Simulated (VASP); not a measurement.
# Al (Fm-3m) in VASP: a series of runs

Runs on Al. Level: PBE. Tasks: single point, relaxation of cell and atoms.

All numbers are computed with VASP 6.6.1; they aren't measurements. Logs are shortened: lines on timing, memory, paths and dates and some standing lists are left out, and cuts for length are marked.

## 1. The cell of the first run

It takes space group Fm-3m (No. 225, cubic). The conventional cell has a = 3.030 Å, b = 3.030 Å, c = 3.030 Å, α = 90.00°, β = 90.00°, γ = 90.00°. Al (site symmetry m-3m) has 12 Al at 2.14 Å within 2.8 Å.

## 2. Single point, PBE

INCAR

```
ALGO = Normal
EDIFF = 1E-6
ENCUT = 520
GGA = PE
ISIF = 2
ISMEAR = -1
LASPH = T
LCHARG = F
LREAL = F
LWAVE = F
NBANDS = 8
NELM = 60
PREC = Accurate
SIGMA = 0.08
```

KPOINTS

```
k-points
0
Gamma
  22 22 22
```

POSCAR

```
Al
1.0
    0.0000000000      1.5148356854      1.5148356854
    1.5148356854      0.0000000000      1.5148356854
    1.5148356854      1.5148356854      0.0000000000
Al
1
Direct
    0.0000000000      0.0000000000      0.0000000000
```

Potentials or basis: VASP PAW PBE potentials, release 64 (Al).

On the command line:

```sh
> cat potpaw_PBE.64/Al/POTCAR > POTCAR
> mpirun -np 1 vasp_std > vasp.out
```

OUTCAR:

```text
EDIFF = 1E-6
   ENCUT = 520
   GGA = PE
   ISIF = 2
   ISMEAR = -1
   LASPH = T
   LREAL = F
   NELM = 60
   PREC = Accurate

 ion  position               nearest neighbor table
   1  0.000  0.000  0.000-

  LATTYP: Found a face centered cubic cell.
 ALAT       =     3.0296713708

  Lattice vectors:

 A1 = (   0.0000000000,   1.5148356854,   1.5148356854)
 A2 = (   1.5148356854,   0.0000000000,   1.5148356854)
 A3 = (   1.5148356854,   1.5148356854,   0.0000000000)

Analysis of symmetry for initial positions (statically):
=====================================================================
 Subroutine PRICEL returns:
 Original cell was already a primitive cell.

 Routine SETGRP: Setting up the symmetry group for a
 face centered cubic supercell.

 Subroutine GETGRP returns: Found 48 space group operations
[... 9 lines left out ...]

 Routine SETGRP: Setting up the symmetry group for a
 face centered cubic supercell.

 Subroutine GETGRP returns: Found 48 space group operations
[... 11 lines left out ...]
                                     Primitive cell

  volume of cell :       6.9523

  direct lattice vectors                    reciprocal lattice vectors
     0.000000000  1.514835685  1.514835685    -0.330068802  0.330068802  0.330068802
     1.514835685  0.000000000  1.514835685     0.330068802 -0.330068802  0.330068802
     1.514835685  1.514835685  0.000000000     0.330068802  0.330068802 -0.330068802

  length of vectors
     2.142301171  2.142301171  2.142301171     0.571695935  0.571695935  0.571695935

  position of ions in fractional coordinates (direct lattice)
     0.000000000  0.000000000  0.000000000

  ion indices of the primitive-cell ions
   primitive index   ion index
                 1           1

----------------------------------------------------------------------------------------

 KPOINTS: k-points

Automatic generation of k-mesh.
 Grid dimensions read from file:
 generate k-points for:   22   22   22

 Generating k-lattice:

  Cartesian coordinates                     Fractional coordinates (reciprocal lattice)
    -0.015003127  0.015003127  0.015003127     0.045454545  0.000000000  0.000000000
     0.015003127 -0.015003127  0.015003127     0.000000000  0.045454545  0.000000000
     0.015003127  0.015003127 -0.015003127     0.000000000  0.000000000  0.045454545

  Length of vectors
     0.025986179  0.025986179  0.025986179

  Shift w.r.t. Gamma in fractional coordinates (k-lattice)
     0.000000000  0.000000000  0.000000000

 Subroutine IBZKPT returns following result:
 ===========================================

 Found    328 irreducible k-points:

 Following reciprocal coordinates:
            Coordinates               Weight
  0.000000  0.000000  0.000000      1.000000
  0.045455  0.000000  0.000000      8.000000
  0.090909  0.000000  0.000000      8.000000
  0.136364  0.000000  0.000000      8.000000
  0.181818  0.000000  0.000000      8.000000
  0.227273  0.000000  0.000000      8.000000
[... 16 lines left out ...]
  0.500000  0.045455  0.000000     24.000000
 -0.454545  0.045455  0.000000     24.000000
 [... further k-points ...]
   k-points           NKPTS =    328   k-points in BZ     NKDIM =    328   number of bands    NBANDS=      8
   number of dos      NEDOS =    301   number of ions     NIONS =      1
   total plane-waves  NPLWV =   4096
   dimension x,y,z NGX =    16 NGY =   16 NGZ =   16
   dimension x,y,z NGXF=    32 NGYF=   32 NGZF=   32
   ions per type =               1
   NGX,Y,Z   is equivalent  to a cutoff of  12.42, 12.42, 12.42 a.u.
   NGXF,Y,Z  is equivalent  to a cutoff of  24.83, 24.83, 24.83 a.u.
 SYSTEM =  unknown system
   PREC   = accura    normal or accurate (medium, high low for compatibility)
   ISTART =      0    job   : 0-new  1-cont  2-samecut
   ICHARG =      2    charge: 1-file 2-atom 10-const
   ISPIN  =      1    spin polarized calculation?
   LNONCOLLINEAR =      F non collinear calculations
   LSORBIT =      F    spin-orbit coupling
   LASPH  =      T    aspherical Exc in radial PAW
   ENCUT  =  520.0 eV  38.22 Ry    6.18 a.u.   3.98  3.98  3.98*2*pi/ulx,y,z
   NELM   =     60;   NELMIN=  2; NELMDL= -5     # of ELM steps
   EDIFF  = 0.1E-05   stopping-criterion for ELM
   LREAL  =      F    real-space projection
   EDIFFG = 0.1E-04   stopping-criterion for IOM
   NSW    =      0    number of steps for IOM
   IBRION =     -1    ionic relax: 0-MD 1-quasi-New 2-CG
   NFREE  =      0    steps in history (QN), initial steepest desc. (CG)
   ISIF   =      2    stress and relaxation
   ISYM   =      2    0-nonsym 1-usesym 2-fastsym
   POTIM  = 0.5000    time-step for ionic-motion
   TEBEG  =    0.0;   TEEND  =   0.0 temperature during run
   PSTRESS=    0.0 pullay stress
   NELECT =       3.0000    total number of electrons
   NUPDOWN=      -1.0000    fix difference up-down
   EMIN   =  10.00;   EMAX   =-10.00  energy-range for DOS
   EFERMI =   0.00;   METHOD = LEGACY
   ISMEAR =    -1;   SIGMA  =   0.08  broadening in eV -4-tet -1-fermi 0-gaus
   EFERMI_NEDOS =   21; number of points for ismear=-14 and -15
   IALGO  =     38    algorithm
   IMIX   =      4    mixing-type and parameters
     AMIX     =   0.40;   BMIX     =  1.00
     AMIX_MAG =   1.60;   BMIX_MAG =  1.00
  volume/ion in A,a.u.               =       6.95        46.92
  Fermi-wavevector in a.u.,A,eV,Ry     =   1.237105  2.337789 20.822731  1.530428
  Thomas-Fermi vector in A             =   2.371685
   LORBIT       =      0    0 simple, 1 ext, 2 COOP (PROOUT), +10 PAW based schemes
   GGA     = PE    functional components
   LHFCALC =     F    Hartree Fock is set to
   AEXX    =    0.0000 exact exchange contribution
   IVDW    =     0    specifies the selected vdW correction
   LEPSILON=     F    determine dielectric tensor
   LRPA    =     F    only Hartree local field effects (RPA)
 non-spin polarized calculation
  energy-cutoff  :      520.00
  volume of cell :        6.95
 maximum number of plane-waves:       198
   NGX =  7   NGY =  7   NGZ =  7

 number of electron       3.0000000 magnetization

 Free energy of the ion-electron system (eV)
  ---------------------------------------------------
  ext. energy  EPLUGINS =         0.00000000
  ---------------------------------------------------
  free energy    TOTEN  =         2.07646938 eV

  energy without entropy =        2.08116522  energy(sigma->0) =        2.07881730

 E-fermi :  20.3586     XC(G=0): -13.8414

 val. band max:       20.3103150405   @ k =  -0.3182   0.4545   0.2273
 cond. band min:      20.3990968276   @ k =   0.5000   0.2727   0.0455
 fundamental gap:      0.0887817871
 Fermi energy:        20.3586203854

 k-point     1 :       0.0000    0.0000    0.0000
  band No.  band energies     occupation
      1       2.4808      2.00000
      2      39.2492      0.00000
      3      39.2492      0.00000
      4      39.2492      0.00000
      5      45.0013      0.00000
      6      49.6449      0.00000
      7      49.6449      0.00000
      8      49.6449      0.00000

 k-point     2 :       0.0455    0.0000    0.0000
  band No.  band energies     occupation
      1       2.5803      2.00000
      2      37.9837      0.00000
      3      39.2254      0.00000
      4      39.2254      0.00000
      5      45.9115      0.00000
      6      49.3381      0.00000
      7      49.3381      0.00000
      8      49.7015      0.00000

 k-point     3 :       0.0909    0.0000    0.0000
  band No.  band energies     occupation
      1       2.8777      2.00000
      2      35.5030      0.00000
      3      39.1489      0.00000
      4      39.1489      0.00000
      5      46.6217      0.00000
      6      48.6523      0.00000
      7      48.6523      0.00000
      8      50.7256      0.00000

 k-point     4 :       0.1364    0.0000    0.0000
  band No.  band energies     occupation
      1       3.3699      2.00000
      2      32.7728      0.00000
      3      39.0070      0.00000
      4      39.0070      0.00000
      5      46.1596      0.00000
      6      47.8802      0.00000
      7      47.8802      0.00000
      8      52.8904      0.00000

 k-point     5 :       0.1818    0.0000    0.0000
  band No.  band energies     occupation
      1       4.0517      2.00000
      2      30.0340      0.00000
      3      38.7888      0.00000
      4      38.7888      0.00000
      5      45.3850      0.00000
      6      47.1763      0.00000
      7      47.1763      0.00000
      8      54.2720      0.00000

 k-point     6 :       0.2273    0.0000    0.0000
  band No.  band energies     occupation
      1       4.9159      2.00000
      2      27.3639      0.00000
      3      38.4963      0.00000
      4      38.4963      0.00000
      5      44.6376      0.00000
      6      46.6110      0.00000
      7      46.6110      0.00000
      8      55.2394      0.00000

 k-point     7 :       0.2727    0.0000    0.0000
  band No.  band energies     occupation
      1       5.9541      2.00000
      2      24.7963      0.00000
      3      38.1515      0.00000
      4      38.1515      0.00000
      5      44.0129      0.00000
      6      46.2002      0.00000
      7      46.2002      0.00000
      8      54.9780      0.00000
[... 133 lines left out ...]
 k-point    20 :       0.3636    0.0455    0.0000
  band No.  band energies     occupation
      1       8.1202      2.00000
      2      20.8515      0.00421
      3      36.8847      0.00000
      4      36.9297      0.00000
      5      44.2296      0.00000
      6      44.9186      0.00000
      7      46.9159      0.00000
      8      54.2208      0.00000

 k-point    21 :       0.4091    0.0455    0.0000
  band No.  band energies     occupation
      1       9.5561      2.00000
      2      18.6430      2.00000
      3      36.4645      0.00000
      4      36.7510      0.00000
      5      44.0075      0.00000
      6      45.0225      0.00000
      7      46.5448      0.00000
      8      53.5849      0.00000

 k-point    22 :       0.4545    0.0455    0.0000
  band No.  band energies     occupation
      1      11.0786      2.00000
      2      16.6232      2.00000
      3      36.1004      0.00000
      4      36.7132      0.00000
      5      43.8792      0.00000
      6      45.1647      0.00000
      7      46.2268      0.00000
      8      53.1329      0.00000

 k-point    23 :       0.5000    0.0455    0.0000
  band No.  band energies     occupation
      1      12.4070      2.00000
      2      15.0695      2.00000
      3      35.8501      0.00000
      4      36.7877      0.00000
      5      43.8379      0.00000
      6      45.3323      0.00000
      7      45.9449      0.00000
      8      52.9270      0.00000

 k-point    24 :      -0.4545    0.0455    0.0000
  band No.  band energies     occupation
      1      12.0413      2.00000
      2      15.4803      2.00000
      3      35.7180      0.00000
      4      36.9846      0.00000
      5      43.8631      0.00000
      6      45.5431      0.00000
      7      45.6851      0.00000
      8      52.9911      0.00000

 [... further k-points ...]
[... 5 lines left out ...]
  --------------------------------------------------------------------------------------
  -------------------------------------------------------------------------------------
  Total       17.5402972     17.5402972     17.5402972      0.0000000      0.0000000      0.0000000
  in kB     4042.2293508   4042.2293508   4042.2293508      0.0000000      0.0000000      0.0000000
  external PRESSURE =    4042.2293508 kB  Pullay stress =       0.0000000 kB

 VOLUME and BASIS-vectors are now :
 -----------------------------------------------------------------------------
  energy-cutoff  :      520.00
  volume of cell :        6.95
      direct lattice vectors                 reciprocal lattice vectors
     0.000000000  1.514835685  1.514835685    -0.330068802  0.330068802  0.330068802
     1.514835685  0.000000000  1.514835685     0.330068802 -0.330068802  0.330068802
     1.514835685  1.514835685  0.000000000     0.330068802  0.330068802 -0.330068802

 POSITION                                       TOTAL-FORCE (eV/Angst)
 -----------------------------------------------------------------------------------
      0.00000      0.00000      0.00000        -0.000000      0.000000     -0.000000
 -----------------------------------------------------------------------------------
    total drift:                                0.000000     -0.000000     -0.000000

  FREE ENERGIE OF THE ION-ELECTRON SYSTEM (eV)
  ---------------------------------------------------
  free  energy   TOTEN  =         2.0764693811 eV

  energy  without entropy=        2.0811652228  energy(sigma->0) =        2.07881730
```

It took 30 s on 1 thread of Intel Xeon 8259CL, shared host; peak memory 0.09 GiB.

Results:

- Free energy: 2.0765 eV
- Pressure: 404.2 GPa

## 3. Single point, PBE

INCAR

```
SYSTEM = Al
PREC = Accurate ; ENCUT = 520
EDIFF = 1E-6 ; ISMEAR = -1
SIGMA = 0.08 ; LREAL = .FALSE.
LASPH = .TRUE. ; NELM = 80
ALGO = Normal ; ISIF = 2
LWAVE = .FALSE. ; LCHARG = .TRUE.
GGA = PE ; LELF = .TRUE.
LVHAR = .TRUE. ; NBANDS = 8
```

KPOINTS

```
Automatic mesh
0
G
  22 22 22
  0 0 0
```

POSCAR

```
Al
1.0
    0.0000000000      1.5144259384      1.5144259384
    1.5144259384      0.0000000000      1.5144259384
    1.5144259384      1.5144259384      0.0000000000
Al
1
Direct
    0.0000000000      0.0000000000      0.0000000000
```

Potentials or basis: VASP PAW PBE potentials, release 64 (Al).

On the command line:

```sh
> cat potpaw_PBE.64/Al/POTCAR > POTCAR
> mpirun -np 1 vasp_std > vasp.out
```

It took 33 s on 1 thread of Intel Xeon 8259CL, shared host; peak memory 0.09 GiB.

The run converged. Its results:

```
Free energy : 2.0907 eV
Pressure    : 405.2 GPa
```

Levels at points of the mesh, in eV from the Fermi level:
```tsv
k point	band 1	band 2	band 3	band 4	band 5
(0.00, 0.00, 0.00)	-17.88	18.90	18.90	18.90	24.65
(0.50, 0.00, 0.00)	-7.87	-5.53	16.62	16.62	22.50
(0.50, 0.50, 0.00)	-4.18	-2.97	5.28	12.30	12.30
```

## 4. Relaxation of cell and atoms, PBE, target pressure 400 GPa, at which the enthalpy is minimised

INCAR

```
  PREC = Accurate
  ENCUT = 600
  EDIFF = 1E-6
  ISMEAR = -1
  SIGMA = 0.08
  LREAL = False
  LASPH = True
  NELM = 80
  ALGO = Normal
  ISIF = 3
  LWAVE = False
  LCHARG = False
  GGA = PE
  IBRION = 2
  NSW = 60
  EDIFFG = -0.005
  PSTRESS = 4000.0
```

KPOINTS

```
regular mesh
0
Gamma
  22 22 22
```

POSCAR

```
Al
1.0
    0.0000000000      1.5151246144      1.5151246144
    1.5151246144      0.0000000000      1.5151246144
    1.5151246144      1.5151246144      0.0000000000
Al
1
Direct
    0.0000000000      0.0000000000      0.0000000000
```

On the command line:

```sh
> cat potpaw_PBE.64/Al/POTCAR > POTCAR
> mpirun -np 1 vasp_std > vasp.out
```

It took 36 s on 1 thread of Intel Xeon 8259CL, shared host; peak memory 0.1 GiB.

Results (log left out):

```yaml
Free_energy: 2.0166 eV
Relaxed_volume: 6.98 Å³/atom
Relaxed_cell: a = 2.145 Å, b = 2.145 Å, c = 2.145 Å, α = 60.00°, β = 60.00°, γ = 60.00°
Space_group_after_relaxing_to_0.05_Å: Fm-3m (No. 225)
Energy_change_on_relaxing_the_enthalpy_is_what_falls: -49.5 meV/atom
Ionic_steps: 3
Pressure_after_relaxing: 400.0 GPa
```

Step by step:
```
step  energy change (eV)  largest force (eV/Å)  pressure (GPa)  volume (Å³)
   1              0.0000                0.0000          403.51         6.96
   2             -0.3765                0.0000          376.85         7.11
   3             -0.0495                0.0000          399.99         6.98
```

Final structure:
```
Al
1.0
     0.00000    1.51656    1.51656
     1.51656    0.00000    1.51656
     1.51656    1.51656    0.00000
Al
1
Direct
  0.00000 0.00000 0.00000
```

Levels at points of the mesh, in eV from the Fermi level:
| k point | band 1 | band 2 | band 3 | band 4 |
| --- | --- | --- | --- | --- |
| (0.00, 0.00, 0.00) | -17.85 | 18.86 | 18.86 | 18.86 |
| (0.50, 0.00, 0.00) | -7.86 | -5.53 | 16.59 | 16.59 |
| (0.50, 0.50, 0.00) | -4.19 | -2.96 | 5.28 | 12.25 |

Caveat: the cell is relaxed towards a set pressure, so the enthalpy falls and the energy may rise.
